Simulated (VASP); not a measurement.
# CuAu in VASP: further runs

Runs on CuAu. Level: PBE. Tasks: single point.

Program: VASP 6.6.1. These are calculated values, not measurements. Logs are shortened: lines on timing, memory, paths and dates and some standing lists are left out, and cuts for length are marked.

**1. The cell of the first run**

The cell holds a sheet with vacuum, 2 atoms: a = 2.700 Å, b = 2.700 Å, c = 27.485 Å, α = 90.00°, β = 90.00°, γ = 90.00°.

**2. Single point, PBE**

INCAR

```
SYSTEM = CuAu
PREC = Accurate
ENCUT = 520
EDIFF = 1E-6
ISMEAR = 0
SIGMA = 0.1
LREAL = .False.
LASPH = .True.
NELM = 60
ALGO = Normal
ISIF = 2
LWAVE = .False.
LCHARG = .False.
LDIPOL = .True.
IDIPOL = 3
DIPOL = 0.5 0.5 0.291
GGA = PE
NBANDS = 18
```

KPOINTS

```
Automatic mesh
0
Gamma
  6 6 1
  0 0 0
```

POSCAR

```
CuAu
1.0
    2.6998775075      0.0000000000      0.0000000000
    0.0000000000      2.6998775075      0.0000000000
    0.0000000000      0.0000000000     27.4849996800
Cu Au
1 1
Direct
    0.5000000000      0.5000000000      0.3256643002
    0.0000000000      0.0000000000      0.2564714169
```

Potentials or basis: VASP PAW PBE potentials, release 64 (Cu, Au).

The run is started by

```sh
$ cat potpaw_PBE.64/Cu/POTCAR potpaw_PBE.64/Au/POTCAR > POTCAR
$ mpirun -np 1 vasp_std > vasp.out
```

OUTCAR:

```text
SYSTEM = CuAu
   PREC = Accurate
   ENCUT = 520
   EDIFF = 1E-6
   ISMEAR = 0
   LREAL = .False.
   LASPH = .True.
   NELM = 60
   ISIF = 2
   GGA = PE

 ion  position               nearest neighbor table
   1  0.500  0.500  0.326-   2 2.69   2 2.69   2 2.69   2 2.69
   2  0.000  0.000  0.256-   1 2.69   1 2.69   1 2.69   1 2.69

  LATTYP: Found a simple tetragonal cell.
 ALAT       =     2.6998775075
 C/A-ratio  =    10.1800913573

  Lattice vectors:

 A1 = (   2.6998775075,   0.0000000000,   0.0000000000)
 A2 = (   0.0000000000,   2.6998775075,   0.0000000000)
 A3 = (   0.0000000000,   0.0000000000,  27.4849996800)

Analysis of symmetry for initial positions (statically):
=====================================================================
 Subroutine PRICEL returns:
 Original cell was already a primitive cell.

 Routine SETGRP: Setting up the symmetry group for a
 simple tetragonal supercell.

 Subroutine GETGRP returns: Found  8 space group operations
 (whereof  8 operations were pure point group operations)
 out of a pool of 16 trial point group operations.

The static configuration has the point symmetry C_4v.

Analysis of symmetry for dynamics (positions and initial velocities):
=====================================================================
 Subroutine PRICEL returns:
 Original cell was already a primitive cell.

 Routine SETGRP: Setting up the symmetry group for a
 simple tetragonal supercell.

 Subroutine GETGRP returns: Found  8 space group operations
 (whereof  8 operations were pure point group operations)
 out of a pool of 16 trial point group operations.

The dynamic configuration has the point symmetry C_4v.

 Subroutine INISYM returns: Found  8 space group operations
 (whereof  8 operations are pure point group operations),
 and found     1 'primitive' translations

----------------------------------------------------------------------------------------

                                     Primitive cell

  volume of cell :     200.3475

  direct lattice vectors                    reciprocal lattice vectors
     2.699877508  0.000000000  0.000000000     0.370387174  0.000000000  0.000000000
     0.000000000  2.699877508  0.000000000     0.000000000  0.370387174  0.000000000
     0.000000000  0.000000000 27.484999680     0.000000000  0.000000000  0.036383482
[... 70 lines left out ...]
   LREAL  =      F    real-space projection
   EDIFFG = 0.1E-04   stopping-criterion for IOM
   NSW    =      0    number of steps for IOM
   IBRION =     -1    ionic relax: 0-MD 1-quasi-New 2-CG
   NFREE  =      0    steps in history (QN), initial steepest desc. (CG)
   ISIF   =      2    stress and relaxation
   ISYM   =      2    0-nonsym 1-usesym 2-fastsym
   POTIM  = 0.5000    time-step for ionic-motion
   TEBEG  =    0.0;   TEEND  =   0.0 temperature during run
   PSTRESS=    0.0 pullay stress
   NELECT =      22.0000    total number of electrons
   NUPDOWN=      -1.0000    fix difference up-down
   EMIN   =  10.00;   EMAX   =-10.00  energy-range for DOS
   EFERMI =   0.00;   METHOD = LEGACY
   ISMEAR =     0;   SIGMA  =   0.10  broadening in eV -4-tet -1-fermi 0-gaus
   EFERMI_NEDOS =   21; number of points for ismear=-14 and -15
   IALGO  =     38    algorithm
   IMIX   =      4    mixing-type and parameters
     AMIX     =   0.40;   BMIX     =  1.00
     AMIX_MAG =   1.60;   BMIX_MAG =  1.00
  volume/ion in A,a.u.               =     100.17       676.01
  Fermi-wavevector in a.u.,A,eV,Ry     =   0.783949  1.481449  8.361813  0.614576
  Thomas-Fermi vector in A             =   1.887982
   LORBIT       =      0    0 simple, 1 ext, 2 COOP (PROOUT), +10 PAW based schemes
   GGA     = PE    functional components
   LHFCALC =     F    Hartree Fock is set to
   AEXX    =    0.0000 exact exchange contribution
   IVDW    =     0    specifies the selected vdW correction
   LEPSILON=     F    determine dielectric tensor
   LRPA    =     F    only Hartree local field effects (RPA)
 non-spin polarized calculation
 Gauss-broadening in eV      SIGMA  =   0.10
  energy-cutoff  :      520.00
  volume of cell :      200.35
 maximum number of plane-waves:      5456
   NGX = 11   NGY = 11   NGZ =103

 dipolmoment           0.000000      0.000000      0.010091 electrons x Angstroem

 number of electron      21.9999995 magnetization

 dipolmoment           0.000000      0.000000     -0.018163 electrons x Angstroem

 Free energy of the ion-electron system (eV)
  ---------------------------------------------------
  ext. energy  EPLUGINS =         0.00000000
  ---------------------------------------------------
  free energy    TOTEN  =        -5.97315017 eV

  energy without entropy =       -5.97014334  energy(sigma->0) =       -5.97164676

 E-fermi :  -2.7003     XC(G=0):  -2.5281

 val. band max:       -2.7907441982   @ k =   0.5000   0.0000   0.0000
 cond. band min:      -2.5840546011   @ k =   0.3333   0.0000   0.0000
 fundamental gap:      0.2066895971
 Fermi energy:        -2.7002536860

 k-point     1 :       0.0000    0.0000    0.0000
  band No.  band energies     occupation
      1     -11.1111      2.00000
      2      -9.2188      2.00000
      3      -8.5899      2.00000
      4      -5.8660      2.00000
      5      -5.8660      2.00000
      6      -5.6936      2.00000
[... 187 lines left out ...]
      5      -4.7992      2.00000
      6      -4.7992      2.00000
[... 10 lines left out ...]
     17       6.6509      0.00000
     18       7.5334      0.00000

------------------------ aborting loop because EDIFF is reached ----------------------------------------

 vacuum level on the upper side and lower side of the slab       (xc-potential included)        -0.229         0.213

  FORCE on cell =-STRESS in cart. coord.  units (eV):
  Direction    XX          YY          ZZ          XY          YZ          ZX
  --------------------------------------------------------------------------------------
  -------------------------------------------------------------------------------------
  Total       -0.0056497     -0.0056497      0.0028500      0.0000000      0.0000000      0.0000000
  in kB       -0.0451803     -0.0451803      0.0227917      0.0000000      0.0000000      0.0000000
  external PRESSURE =      -0.0225230 kB  Pullay stress =       0.0000000 kB

 VOLUME and BASIS-vectors are now :
 -----------------------------------------------------------------------------
  energy-cutoff  :      520.00
  volume of cell :      200.35
      direct lattice vectors                 reciprocal lattice vectors
     2.699877508  0.000000000  0.000000000     0.370387174  0.000000000  0.000000000
     0.000000000  2.699877508  0.000000000     0.000000000  0.370387174  0.000000000
     0.000000000  0.000000000 27.484999680     0.000000000  0.000000000  0.036383482

 POSITION                                       TOTAL-FORCE (eV/Angst)
 -----------------------------------------------------------------------------------
      1.34994      1.34994      8.95088        -0.000000      0.000000      0.013360
      0.00000      0.00000      7.04912         0.000000      0.000000     -0.013360
 -----------------------------------------------------------------------------------
    total drift:                               -0.000000     -0.000000      0.000876

  FREE ENERGIE OF THE ION-ELECTRON SYSTEM (eV)
  ---------------------------------------------------
  free  energy   TOTEN  =        -5.9731501684 eV

  energy  without entropy=       -5.9701433450  energy(sigma->0) =       -5.97164676

 vacuum level on the upper side and lower side of the slab         1.736         2.187
```

stdout:

```text
POSCAR found type information on POSCAR CuAu
 POSCAR found :  2 types and       2 ions
 scaLAPACK will be used
 LDA part: xc-table for (Slater+PW92), standard interpolation
 POSCAR, INCAR and KPOINTS ok, starting setup
 FFT: planning ... GRIDC
 FFT: planning ... GRID_SOFT
 FFT: planning ... GRID
 WAVECAR not read
 entering main loop
```

It took 21 s on 1 thread of Intel Xeon 6975P-C (Granite Rapids), shared host; peak memory 0.29 GiB.

What came out:

```yaml
Free_energy: -5.9732 eV
Largest_force: 0.013 eV/Å
Band_gap_on_the_k_mesh: zero (band 11 reaches 0.80 eV, above the bottom of band 12 at -4.22 eV)
```

Forces on the atoms (eV/Å):
```
Cu   0.000  0.000  0.013
Au   0.000  0.000 -0.013
```

Levels at points of the mesh, in eV from the Fermi level:
```csv
k point,band 8,band 9,band 10,band 11,band 12,band 13,band 14,band 15
"(0.00, 0.00, 0.00)",-2.14,-1.86,-1.58,-1.58,-1.52,1.02,4.21,4.61
"(0.50, 0.00, 0.00)",-2.18,-1.73,-1.64,-0.09,0.54,3.13,3.32,7.44
"(0.50, 0.50, 0.00)",-1.71,-1.26,-0.80,3.50,3.50,7.09,7.22,7.97
```

Caveat: the k points lie up to 0.39 Å⁻¹ apart; spin-orbit coupling is left out, which moves the levels of the heavy elements.

**3. Single point, PBE**

INCAR

```
SYSTEM = CuAu
PREC     = Accurate       ! precision mode
ENCUT    = 520            ! plane-wave cutoff, eV
EDIFF    = 1E-6           ! SCF threshold, eV
ISMEAR   = 0              ! smearing method
SIGMA    = 0.1            ! smearing width, eV
LREAL    = .False.        ! projectors in reciprocal space
LASPH    = .True.         ! aspherical terms in the spheres
NELM     = 80             ! most SCF steps
ALGO     = Normal         ! electronic algorithm
ISIF     = 2              ! what is computed and relaxed
LWAVE    = .False.        ! write WAVECAR
LCHARG   = .False.        ! write CHGCAR
LDIPOL   = .True.       
IDIPOL   = 3            
DIPOL    = 0.5 0.5 0.291
GGA      = PE             ! functional
NBANDS   = 18             ! bands
```

KPOINTS

```
Automatic mesh
0
Gamma
  20 20 1
  0 0 0
```

POSCAR is that of step 2.

Potentials or basis: VASP PAW PBE potentials, release 64 (Cu, Au).

The run is started by

```sh
$ cat potpaw_PBE.64/Cu/POTCAR potpaw_PBE.64/Au/POTCAR > POTCAR
$ mpirun -np 1 vasp_std > vasp.out
```

It took 1.8 min on 1 thread of Intel Xeon 6975P-C (Granite Rapids), shared host; peak memory 0.45 GiB.

Results (log left out):

```yaml
Free_energy: -5.9284 eV
Largest_force: 0.023 eV/Å
Band_gap_on_the_k_mesh: zero (band 11 reaches 0.80 eV, above the bottom of band 12 at -4.28 eV)
```

Forces in eV/Å, atoms in the order of the input:
```
Cu   0.000  0.000  0.023
Au   0.000  0.000 -0.023
```

Levels at points of the mesh, in eV from the Fermi level:
```tsv
k point	band 8	band 9	band 10	band 11	band 12	band 13	band 14	band 15
(0.00, 0.00, 0.00)	-1.91	-1.67	-1.41	-1.41	-1.34	1.23	4.44	4.82
(0.50, 0.00, 0.00)	-2.01	-1.54	-1.47	0.10	0.76	3.34	3.54	7.65
(0.50, 0.50, 0.00)	-1.54	-1.10	-0.55	3.71	3.71	7.29	7.44	8.18
```

Caveat: spin-orbit coupling is left out, which moves the levels of the heavy elements.

**4. Single point, PBE**

This run uses another cell than the first one, of 100.93 Å³/atom, 1.008 times its volume.

INCAR

```
PREC = Accurate
ENCUT = 520
EDIFF = 1E-6
ISMEAR = 0
SIGMA = 0.1
LREAL = F
LASPH = T
NELM = 100
ALGO = Normal
ISIF = 2
LWAVE = F
LCHARG = T
LDIPOL = T
IDIPOL = 3
DIPOL = 0.5 0.5 0.291
GGA = PE
LELF = T
LVHAR = T
LVACPOTAV = T
NBANDS = 18
```

KPOINTS

```
regular mesh
0
Gamma
  20 20 1
```

POSCAR

```
CuAu
1.0
    2.7100047945      0.0000000000      0.0000000000
    0.0000000000      2.7100047945      0.0000000000
    0.0000000000      0.0000000000     27.4849996800
Cu Au
1 1
Direct
    0.5000000000      0.5000000000      0.3255096840
    0.0000000000      0.0000000000      0.2566260331
```

The run is started by

```sh
$ cat potpaw_PBE.64/Cu/POTCAR potpaw_PBE.64/Au/POTCAR > POTCAR
$ mpirun -np 1 vasp_std > vasp.out
```

It took 1.8 min on 1 thread of Intel Xeon 6975P-C (Granite Rapids), shared host; peak memory 0.45 GiB.

Results (log left out):

- Free energy: -5.9290 eV
- Largest force: 0.004 eV/Å
- Band gap on the k mesh: zero (band 11 reaches 0.75 eV, above the bottom of band 12 at -4.29 eV)

Forces on the atoms (eV/Å):
```
Cu   0.000  0.000  0.004
Au   0.000  0.000 -0.004
```

Levels at points of the mesh, in eV from the Fermi level:
```tsv
k point	band 9	band 10	band 11	band 12	band 13	band 14
(0.00, 0.00, 0.00)	-1.65	-1.40	-1.40	-1.33	1.27	4.43
(0.50, 0.00, 0.00)	-1.53	-1.46	0.09	0.74	3.32	3.50
(0.50, 0.50, 0.00)	-1.10	-0.59	3.68	3.68	7.21	7.33
```

Caveat: spin-orbit coupling is left out, which moves the levels of the heavy elements.

**5. Summary**

| cell | k mesh | gap on the mesh (eV) | largest force (eV/Å) |
| --- | --- | --- | --- |
| a = 2.700, b = 2.700, c = 27.485 Å, 2 atoms | 6 × 6 × 1 | none | 0.01 |
| a = 2.700, b = 2.700, c = 27.485 Å, 2 atoms | 20 × 20 × 1 | none | 0.02 |
| a = 2.710, b = 2.710, c = 27.485 Å, 2 atoms | 20 × 20 × 1 | none | - |

Alike in all rows: task single point; level PBE; potentials or basis VASP PAW PBE potentials, release 64 (Cu, Au); no spin polarisation; cutoff (eV) 520; smearing gaussian 0.1 eV.

Caveats: some runs use coarse meshes; spin-orbit coupling is left out, which moves the levels of the heavy elements.

Total energies depend on the potentials used, so only differences within one code and one set of settings carry meaning.
